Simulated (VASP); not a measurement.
Set up this calculation in VASP 6.6.1, as the native input.

| Item | Value |
| --- | --- |
| Task | single point |
| Functional | PBE |
| Potentials or basis | VASP PAW PBE potentials, release 64 (Hf_pv, Ga_d, Se, S) |
| Cutoff | 520 eV |
| k mesh | 4 × 4 × 2 |
| Occupations | gaussian, width 0.1 eV |
| Spin | no spin polarisation |
| Dipole correction | no |
| Further INCAR settings | ALGO = Normal; EDIFF = 1e-06; NBANDS = 36 |

The structure of HfGa2SeS2 lies in POSCAR:

```
HfGa2SeS2
1.0
    4.2671457100      0.0000000000      0.0000000000
    0.0000000000      4.2671457100      0.0000000000
    0.0000000000      0.0000000000      8.0365675600
Hf Ga Se S
1 2 1 2
Direct
    0.0000000000      0.0000000000      0.0000000000
    0.0000000000      0.0000000000      0.5000000000
    0.5000000000      0.5000000000      0.0000000000
    0.5000000000      0.5000000000      0.5000000000
    0.0000000000      0.5000000000      0.5000000000
    0.5000000000      0.0000000000      0.5000000000
```

The cell was built from a structure type or drawn by symmetry, and may not be a known phase.

One way to write it, as run:

INCAR

```
SYSTEM = HfGa2SeS2
PREC     = Accurate       ! precision mode
ENCUT    = 520            ! plane-wave cutoff, eV
EDIFF    = 1E-6           ! SCF threshold, eV
ISMEAR   = 0              ! smearing method
SIGMA    = 0.1            ! smearing width, eV
LREAL    = .False.        ! projectors in reciprocal space
LASPH    = .True.         ! aspherical terms in the spheres
NELM     = 100            ! most SCF steps
ALGO     = Normal         ! electronic algorithm
ISIF     = 2              ! what is computed and relaxed
LWAVE    = .False.        ! write WAVECAR
LCHARG   = .False.        ! write CHGCAR
GGA      = PE             ! functional
NBANDS   = 36             ! bands
```

KPOINTS

```
regular mesh
0
Gamma
  4 4 2
  0 0 0
```

Potentials or basis: VASP PAW PBE potentials, release 64 (Hf_pv, Ga_d, Se, S).

Run with:

```sh
$ cat potpaw_PBE.64/Hf_pv/POTCAR potpaw_PBE.64/Ga_d/POTCAR potpaw_PBE.64/Se/POTCAR potpaw_PBE.64/S/POTCAR > POTCAR
$ mpirun -np 1 vasp_std > vasp.out
```

Results of the run:

```
Pressure               : 19.8 GPa
Band gap on the k mesh : zero (bands 27 and 28 overlap by 0.86 eV)
```

Caveat: the k points lie up to 0.39 Å⁻¹ apart, too coarse for converged energies and pressures of a metal; spin-orbit coupling is left out, which moves the levels of the heavy elements.

Wall time 120 s on 1 thread of Intel Xeon 8259CL, on a shared host, peak memory 0.27 GiB.
